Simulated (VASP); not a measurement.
# BN (I-4m2) in VASP: further runs

BN is run at these levels: PBE; tasks: single point.

Program: VASP 6.6.1. These are calculated values, not measurements. Logs are shortened: lines on timing, memory, paths and dates and some standing lists are left out, and cuts for length are marked.

## Step 1: The cell of the first run

The structure is tetragonal, space group I-4m2 (No. 119). Conventional cell: a = 2.563 Å, b = 2.563 Å, c = 3.915 Å, α = 90.00°, β = 90.00°, γ = 90.00°. B (site symmetry -4m2) has 4 N at 1.61 Å within 2.1 Å. N (site symmetry -4m2) has 4 B at 1.61 Å within 2.1 Å.

## Step 2: Single point, PBE (strain +0.000 along x and y, +0.080 along z)

The input, INCAR:

```
PREC = Accurate
ENCUT = 600
EDIFF = 1E-6
ISMEAR = 0
SIGMA = 0.05
LREAL = False
LASPH = True
NELM = 120
ALGO = Normal
ISIF = 2
LWAVE = False
LCHARG = False
GGA = PE
NBANDS = 11
GGA_COMPAT = False
```

The input, KPOINTS:

```
Automatic mesh
0
Gamma
  12 12 12
```

The input, POSCAR:

```
BN
1.0
    0.0000000000      1.8123485134      1.9573363945
    1.8123485134      0.0000000000      1.9573363945
    1.8123485134      1.8123485134      0.0000000000
B N
1 1
Direct
    0.0000000000      0.0000000000      0.0000000000
    0.7500000000      0.7500000000      0.7500000000
```

Potentials or basis: VASP PAW PBE potentials, release 64 (B, N).

The run is started by

```
> cat potpaw_PBE.64/B/POTCAR potpaw_PBE.64/N/POTCAR > POTCAR
> mpirun -np 1 vasp_std > vasp.out
```

OUTCAR:

```text
PREC = Accurate
   ENCUT = 600
   EDIFF = 1E-6
   ISMEAR = 0
   LREAL = False
   LASPH = True
   NELM = 120
   ISIF = 2
   GGA = PE

 ion  position               nearest neighbor table
   1  0.000  0.000  0.000-   2 1.61   2 1.61   2 1.61   2 1.61
   2  0.750  0.750  0.750-   1 1.61   1 1.61   1 1.61   1 1.61

  LATTYP: Found a body centered tetragonal cell.
 ALAT       =     2.5630478474
 C/A-ratio  =     1.5273506474

  Lattice vectors:

 A1 = (  -1.8123485134,   0.0000000000,   1.9573363945)
 A2 = (   1.8123485134,   0.0000000000,   1.9573363945)
 A3 = (   0.0000000000,   1.8123485134,  -1.9573363945)

Analysis of symmetry for initial positions (statically):
=====================================================================
 Subroutine PRICEL returns:
 Original cell was already a primitive cell.

 Routine SETGRP: Setting up the symmetry group for a
 body centered tetragonal supercell.

 Subroutine GETGRP returns: Found  8 space group operations
 (whereof  8 operations were pure point group operations)
 out of a pool of 16 trial point group operations.

The static configuration has the point symmetry D_2d.

Analysis of symmetry for dynamics (positions and initial velocities):
=====================================================================
 Subroutine PRICEL returns:
 Original cell was already a primitive cell.

 Routine SETGRP: Setting up the symmetry group for a
 body centered tetragonal supercell.

 Subroutine GETGRP returns: Found  8 space group operations
 (whereof  8 operations were pure point group operations)
 out of a pool of 16 trial point group operations.

The dynamic configuration has the point symmetry D_2d.

 Subroutine INISYM returns: Found  8 space group operations
 (whereof  8 operations are pure point group operations),
 and found     1 'primitive' translations

----------------------------------------------------------------------------------------

                                     Primitive cell

  volume of cell :      12.8582

  direct lattice vectors                    reciprocal lattice vectors
     0.000000000  1.812348513  1.957336394    -0.275885127  0.275885127  0.255449192
     1.812348513  0.000000000  1.957336394     0.275885127 -0.275885127  0.255449192
     1.812348513  1.812348513  0.000000000     0.275885127  0.275885127 -0.255449192

  length of vectors
     2.667540608  2.667540608  2.563047847     0.466346970  0.466346970  0.466346970

  position of ions in fractional coordinates (direct lattice)
     0.000000000  0.000000000  0.000000000
     0.750000000  0.750000000  0.750000000

  ion indices of the primitive-cell ions
   primitive index   ion index
                 1           1
                 2           2

----------------------------------------------------------------------------------------

 KPOINTS: Automatic mesh

Automatic generation of k-mesh.
 Grid dimensions read from file:
 generate k-points for:   12   12   12

 Generating k-lattice:

  Cartesian coordinates                     Fractional coordinates (reciprocal lattice)
    -0.022990427  0.022990427  0.021287433     0.083333333  0.000000000  0.000000000
     0.022990427 -0.022990427  0.021287433     0.000000000  0.083333333  0.000000000
     0.022990427  0.022990427 -0.021287433     0.000000000  0.000000000  0.083333333

  Length of vectors
     0.038862247  0.038862247  0.038862247

  Shift w.r.t. Gamma in fractional coordinates (k-lattice)
     0.000000000  0.000000000  0.000000000

 Subroutine IBZKPT returns following result:
 ===========================================

 Found    163 irreducible k-points:

 Following reciprocal coordinates:
            Coordinates               Weight
  0.000000  0.000000  0.000000      1.000000
  0.083333  0.000000  0.000000      8.000000
  0.166667  0.000000  0.000000      8.000000
  0.250000  0.000000  0.000000      8.000000
  0.333333 -0.000000  0.000000      8.000000
  0.416667  0.000000  0.000000      8.000000
[... 16 lines left out ...]
  0.500000  0.166667  0.000000      8.000000
 -0.416667  0.166667  0.000000      8.000000
 [... further k-points ...]
   k-points           NKPTS =    163   k-points in BZ     NKDIM =    163   number of bands    NBANDS=     11
   number of dos      NEDOS =    301   number of ions     NIONS =      2
   total plane-waves  NPLWV =  11520
   dimension x,y,z NGX =    24 NGY =   24 NGZ =   20
   dimension x,y,z NGXF=    48 NGYF=   48 NGZF=   40
   ions per type =               1   1
   NGX,Y,Z   is equivalent  to a cutoff of  14.96, 14.96, 12.97 a.u.
   NGXF,Y,Z  is equivalent  to a cutoff of  29.91, 29.91, 25.95 a.u.
 SYSTEM =  unknown system
   PREC   = accura    normal or accurate (medium, high low for compatibility)
   ISTART =      0    job   : 0-new  1-cont  2-samecut
   ICHARG =      2    charge: 1-file 2-atom 10-const
   ISPIN  =      1    spin polarized calculation?
   LNONCOLLINEAR =      F non collinear calculations
   LSORBIT =      F    spin-orbit coupling
   LASPH  =      T    aspherical Exc in radial PAW
   ENCUT  =  600.0 eV  44.10 Ry    6.64 a.u.   5.33  5.33  5.12*2*pi/ulx,y,z
   NELM   =    120;   NELMIN=  2; NELMDL= -5     # of ELM steps
   EDIFF  = 0.1E-05   stopping-criterion for ELM
   LREAL  =      F    real-space projection
   EDIFFG = 0.1E-04   stopping-criterion for IOM
   NSW    =      0    number of steps for IOM
   IBRION =     -1    ionic relax: 0-MD 1-quasi-New 2-CG
   NFREE  =      0    steps in history (QN), initial steepest desc. (CG)
   ISIF   =      2    stress and relaxation
   ISYM   =      2    0-nonsym 1-usesym 2-fastsym
   POTIM  = 0.5000    time-step for ionic-motion
   TEBEG  =    0.0;   TEEND  =   0.0 temperature during run
   PSTRESS=    0.0 pullay stress
   NELECT =       8.0000    total number of electrons
   NUPDOWN=      -1.0000    fix difference up-down
   EMIN   =  10.00;   EMAX   =-10.00  energy-range for DOS
   EFERMI =   0.00;   METHOD = LEGACY
   ISMEAR =     0;   SIGMA  =   0.05  broadening in eV -4-tet -1-fermi 0-gaus
   EFERMI_NEDOS =   21; number of points for ismear=-14 and -15
   IALGO  =     38    algorithm
   IMIX   =      4    mixing-type and parameters
     AMIX     =   0.40;   BMIX     =  1.00
     AMIX_MAG =   1.60;   BMIX_MAG =  1.00
  volume/ion in A,a.u.               =       6.43        43.39
  Fermi-wavevector in a.u.,A,eV,Ry     =   1.397586  2.641054 26.575532  1.953246
  Thomas-Fermi vector in A             =   2.520828
   LORBIT       =      0    0 simple, 1 ext, 2 COOP (PROOUT), +10 PAW based schemes
   GGA     = PE    functional components
   LHFCALC =     F    Hartree Fock is set to
   AEXX    =    0.0000 exact exchange contribution
   IVDW    =     0    specifies the selected vdW correction
   LEPSILON=     F    determine dielectric tensor
   LRPA    =     F    only Hartree local field effects (RPA)
 non-spin polarized calculation
 Gauss-broadening in eV      SIGMA  =   0.05
  energy-cutoff  :      600.00
  volume of cell :       12.86
 maximum number of plane-waves:       444
 NGX is ok and might be reduce to    24
   NGX = 11   NGY = 11   NGZ = 11

 number of electron       8.0000000 magnetization

 Free energy of the ion-electron system (eV)
  ---------------------------------------------------
  ext. energy  EPLUGINS =         0.00000000
  ---------------------------------------------------
  free energy    TOTEN  =       -17.28219888 eV

  energy without entropy =      -17.28219888  energy(sigma->0) =      -17.28219888

 E-fermi :   6.9504     XC(G=0): -12.4146

 val. band max:        6.6736478119   @ k =   0.0000   0.0000   0.0000
 cond. band min:      10.3917774351   @ k =   0.5000   0.0000   0.5000
 fundamental gap:      3.7181296232
 Fermi energy:         6.9504065912

 k-point     1 :       0.0000    0.0000    0.0000
  band No.  band energies     occupation
      1     -12.8921      2.00000
      2       5.8625      2.00000
      3       6.6736      2.00000
      4       6.6736      2.00000
      5      14.6857      0.00000
      6      14.6857      0.00000
      7      15.2219      0.00000
      8      15.3424      0.00000
      9      29.6071      0.00000
     10      30.7694      0.00000
     11      31.5058      0.00000

 k-point     2 :       0.0833    0.0000    0.0000
  band No.  band energies     occupation
      1     -12.7340      2.00000
      2       5.3485      2.00000
      3       6.1404      2.00000
      4       6.5362      2.00000
      5      14.6541      0.00000
      6      14.9421      0.00000
      7      15.4344      0.00000
      8      16.0956      0.00000
      9      29.1357      0.00000
     10      29.6365      0.00000
     11      32.4754      0.00000

 k-point     3 :       0.1667    0.0000    0.0000
  band No.  band energies     occupation
      1     -12.2666      2.00000
      2       3.5399      2.00000
      3       5.5156      2.00000
      4       6.2010      2.00000
      5      14.6597      0.00000
      6      15.5711      0.00000
      7      16.0055      0.00000
      8      17.5277      0.00000
      9      28.0885      0.00000
     10      29.5684      0.00000
     11      30.6972      0.00000
[... 267 lines left out ...]
 k-point    23 :       0.5000    0.1667    0.0000
  band No.  band energies     occupation
      1      -9.0071      2.00000
      2      -2.5558      2.00000
      3       2.2982      2.00000
      4       4.3784      2.00000
      5      15.5713      0.00000
      6      17.0633      0.00000
      7      18.5804      0.00000
      8      20.8720      0.00000
      9      26.3367      0.00000
     10      30.6389      0.00000
     11      32.9203      0.00000

 k-point    24 :      -0.4167    0.1667    0.0000
  band No.  band energies     occupation
      1      -8.7203      2.00000
      2      -2.9536      2.00000
      3       1.9517      2.00000
      4       4.6808      2.00000
      5      16.0401      0.00000
      6      16.9617      0.00000
      7      18.1911      0.00000
      8      20.8825      0.00000
      9      27.0522      0.00000
     10      30.9339      0.00000
     11      31.1730      0.00000

 [... further k-points ...]

------------------------ aborting loop because EDIFF is reached ----------------------------------------

  FORCE on cell =-STRESS in cart. coord.  units (eV):
  Direction    XX          YY          ZZ          XY          YZ          ZX
  --------------------------------------------------------------------------------------
  -------------------------------------------------------------------------------------
  Total       -0.7160962     -0.7160962     -4.5747093      0.0000000     -0.0000000     -0.0000000
  in kB      -89.2283921    -89.2283921   -570.0266804      0.0000000     -0.0000000     -0.0000000
  external PRESSURE =    -249.4944882 kB  Pullay stress =       0.0000000 kB

 VOLUME and BASIS-vectors are now :
 -----------------------------------------------------------------------------
  energy-cutoff  :      600.00
  volume of cell :       12.86
      direct lattice vectors                 reciprocal lattice vectors
     0.000000000  1.812348513  1.957336394    -0.275885127  0.275885127  0.255449192
     1.812348513  0.000000000  1.957336394     0.275885127 -0.275885127  0.255449192
     1.812348513  1.812348513  0.000000000     0.275885127  0.275885127 -0.255449192

 POSITION                                       TOTAL-FORCE (eV/Angst)
 -----------------------------------------------------------------------------------
      0.00000      0.00000      0.00000        -0.000000     -0.000000      0.000000
      2.71852      2.71852      2.93600         0.000000      0.000000      0.000000
 -----------------------------------------------------------------------------------
    total drift:                                0.000001      0.000001     -0.000002

  FREE ENERGIE OF THE ION-ELECTRON SYSTEM (eV)
  ---------------------------------------------------
  free  energy   TOTEN  =       -17.2821988782 eV

  energy  without entropy=      -17.2821988782  energy(sigma->0) =      -17.28219888
```

Run time: 8.2 s. Hardware: 1 thread of Intel Xeon 6975P-C (Granite Rapids), shared host; peak memory 0.14 GiB.

Results:

* Free energy: -17.2822 eV
* Pressure: -24.9 GPa
* Band gap on the k mesh: 3.72 eV (least direct gap 7.97 eV)

Stress tensor (GPa, compression positive):
```
 -8.92   0.00   0.00
  0.00  -8.92   0.00
  0.00   0.00 -57.00
```

Caveat: the cell differs from its parent crystal (strain +0.000 along x and y, +0.080 along z); the cell stands under tension.

## Step 3: Single point, PBE (strain +0.040 along x and y, +0.000 along z)

The input, INCAR:

```
PREC = Accurate ; ENCUT = 600
EDIFF = 1E-6 ; ISMEAR = 0
SIGMA = 0.05 ; LREAL = F
LASPH = T ; NELM = 120
ALGO = Normal ; ISIF = 2
LWAVE = F ; LCHARG = F
GGA = PE ; NBANDS = 11
GGA_COMPAT = F
```

KPOINTS is that of step 2.

The input, POSCAR:

```
BN
1.0
    0.0000000000      1.8848424539      1.8123485134
    1.8848424539      0.0000000000      1.8123485134
    1.8848424539      1.8848424539      0.0000000000
B N
1 1
Direct
    0.0000000000      0.0000000000      0.0000000000
    0.7500000000      0.7500000000      0.7500000000
```

Potentials or basis: VASP PAW PBE potentials, release 64 (B, N).

The run is started by

```
> cat potpaw_PBE.64/B/POTCAR potpaw_PBE.64/N/POTCAR > POTCAR
> mpirun -np 1 vasp_std > vasp.out
```

It took 9.9 s on 1 thread of Intel Xeon 6975P-C (Granite Rapids), shared host; peak memory 0.15 GiB.

Results (log left out):

```
Free energy            : -17.3527 eV
Pressure               : -25.4 GPa
Band gap on the k mesh : 3.74 eV (least direct gap 8.01 eV)
```

Stress tensor (GPa, compression positive):
```
-32.43   0.00   0.00
  0.00 -32.43   0.00
  0.00   0.00 -11.39
```

Levels at points of the mesh, in eV from the valence-band top:
| k point | band 1 | band 2 | band 3 | band 4 | band 5 | band 6 | band 7 | band 8 | band 9 |
| --- | --- | --- | --- | --- | --- | --- | --- | --- | --- |
| (0.00, 0.00, 0.00) | -19.51 | -0.34 | -0.34 | 0.00 | 8.01 | 8.28 | 8.28 | 8.74 | 22.95 |
| (0.50, 0.00, 0.00) | -15.69 | -10.15 | -2.28 | -1.74 | 8.57 | 9.81 | 10.42 | 14.15 | 22.01 |
| (0.50, 0.50, 0.00) | -14.18 | -8.24 | -5.04 | -5.04 | 3.74 | 7.92 | 16.45 | 16.45 | 19.64 |
| (0.50, 0.00, 0.50) | -14.57 | -8.78 | -4.55 | -4.55 | 4.35 | 8.81 | 16.05 | 16.57 | 18.88 |

Caveat: the cell differs from its parent crystal (strain +0.040 along x and y, +0.000 along z); the cell stands under tension.

## Step 4: Single point, PBE (strain +0.040 along x and y, +0.080 along z)

The input, INCAR:

```
SYSTEM = BN
PREC = Accurate ; ENCUT = 600
EDIFF = 1E-6 ; ISMEAR = 0
SIGMA = 0.05 ; LREAL = .FALSE.
LASPH = .TRUE. ; NELM = 120
ALGO = Normal ; ISIF = 2
LWAVE = .FALSE. ; LCHARG = .FALSE.
GGA = PE ; NBANDS = 11
GGA_COMPAT = .FALSE.
```

The input, KPOINTS:

```
Automatic mesh
0
G
  12 12 12
  0 0 0
```

The input, POSCAR:

```
BN
1.0
    0.0000000000      1.8848424539      1.9573363945
    1.8848424539      0.0000000000      1.9573363945
    1.8848424539      1.8848424539      0.0000000000
B N
1 1
Direct
    0.0000000000      0.0000000000      0.0000000000
    0.7500000000      0.7500000000      0.7500000000
```

The run is started by

```
> cat potpaw_PBE.64/B/POTCAR potpaw_PBE.64/N/POTCAR > POTCAR
> mpirun -np 1 vasp_std > vasp.out
```

It took 8.9 s on 1 thread of Intel Xeon 6975P-C (Granite Rapids), shared host; peak memory 0.15 GiB.

Results (log left out):

```
Free energy            : -17.1298 eV
Pressure               : -43.5 GPa
Band gap on the k mesh : 3.97 eV (least direct gap 7.69 eV)
```

Stress tensor (GPa, compression positive):
```
-36.60   0.00   0.00
  0.00 -36.60   0.00
  0.00   0.00 -57.28
```

Levels at points of the mesh, in eV from the valence-band top:
| k point | band 1 | band 2 | band 3 | band 4 | band 5 | band 6 | band 7 | band 8 |
| --- | --- | --- | --- | --- | --- | --- | --- | --- |
| (0.00, 0.00, 0.00) | -18.61 | -0.35 | 0.00 | 0.00 | 7.69 | 7.85 | 7.85 | 8.11 |
| (0.50, 0.00, 0.00) | -15.13 | -9.40 | -2.02 | -1.52 | 7.81 | 9.71 | 9.83 | 13.47 |
| (0.50, 0.50, 0.00) | -14.20 | -8.37 | -3.97 | -3.97 | 4.52 | 8.70 | 15.35 | 15.35 |
| (0.50, 0.00, 0.50) | -13.86 | -7.88 | -4.41 | -4.41 | 3.97 | 7.91 | 15.17 | 15.64 |

Caveat: the cell differs from its parent crystal (strain +0.040 along x and y, +0.080 along z); the cell stands under tension. A k mesh can miss the band edges.

## Step 5: Single point, PBE (strain +0.080 along x and y, +0.040 along z)

The input, INCAR:

```
PREC = Accurate ; ENCUT = 600
EDIFF = 1E-6 ; ISMEAR = 0
SIGMA = 0.05 ; LREAL = F
LASPH = T ; NELM = 120
ALGO = Normal ; ISIF = 2
LWAVE = F ; LCHARG = T
GGA = PE ; LELF = T
LVHAR = T ; NBANDS = 11
GGA_COMPAT = F
```

The input, KPOINTS:

```
regular mesh
0
Gamma
  12 12 12
```

The input, POSCAR:

```
BN
1.0
    0.0000000000      1.9573363945      1.8848424539
    1.9573363945      0.0000000000      1.8848424539
    1.9573363945      1.9573363945      0.0000000000
B N
1 1
Direct
    0.0000000000      0.0000000000      0.0000000000
    0.7500000000      0.7500000000      0.7500000000
```

The run is started by

```
> cat potpaw_PBE.64/B/POTCAR potpaw_PBE.64/N/POTCAR > POTCAR
> mpirun -np 1 vasp_std > vasp.out
```

It took 9.1 s on 1 thread of Intel Xeon 6975P-C (Granite Rapids), shared host; peak memory 0.15 GiB.

The run converged. Its results:

```
Free energy            : -16.9754 eV
Pressure               : -50.3 GPa
Band gap on the k mesh : 3.68 eV (least direct gap 7.06 eV)
```

Stress tensor (GPa, compression positive):
```
-56.33   0.00   0.00
  0.00 -56.33   0.00
  0.00   0.00 -38.26
```

Levels at points of the mesh, in eV from the valence-band top:
| k point | band 1 | band 2 | band 3 | band 4 | band 5 | band 6 | band 7 | band 8 |
| --- | --- | --- | --- | --- | --- | --- | --- | --- |
| (0.00, 0.00, 0.00) | -18.33 | -0.31 | -0.31 | 0.00 | 7.06 | 7.51 | 7.76 | 7.76 |
| (0.50, 0.00, 0.00) | -15.00 | -9.19 | -2.03 | -1.57 | 7.34 | 9.24 | 9.64 | 13.00 |
| (0.50, 0.50, 0.00) | -13.69 | -7.61 | -4.48 | -4.48 | 3.68 | 7.34 | 14.87 | 14.87 |
| (0.50, 0.00, 0.50) | -14.01 | -8.08 | -4.05 | -4.05 | 4.19 | 8.12 | 14.54 | 14.96 |

Caveat: the cell differs from its parent crystal (strain +0.080 along x and y, +0.040 along z); the cell stands under tension. A k mesh can miss the band edges.

## Step 6: The runs side by side

| cell | gap on the mesh (eV) | pressure (GPa) |
| --- | --- | --- |
| a = 2.668, b = 2.668, c = 2.563 Å, angles 61.3, 61.3, 57.4°, 2 atoms | 3.72 | -24.9 |
| a = 2.615, b = 2.615, c = 2.666 Å, angles 59.4, 59.4, 61.3°, 2 atoms | 3.74 | -25.4 |
| a = 2.717, b = 2.717, c = 2.666 Å, angles 60.6, 60.6, 58.7°, 2 atoms | 3.97 | -43.5 |
| a = 2.717, b = 2.717, c = 2.768 Å, angles 59.4, 59.4, 61.2°, 2 atoms | 3.68 | -50.3 |

Alike in all rows: task single point; level PBE; potentials or basis VASP PAW PBE potentials, release 64 (B, N); no spin polarisation; k mesh 12 × 12 × 12; cutoff (eV) 600; smearing gaussian 0.05 eV.

Caveats: the cell stands under tension.

Absolute energies hang on the potentials; compare differences alone.
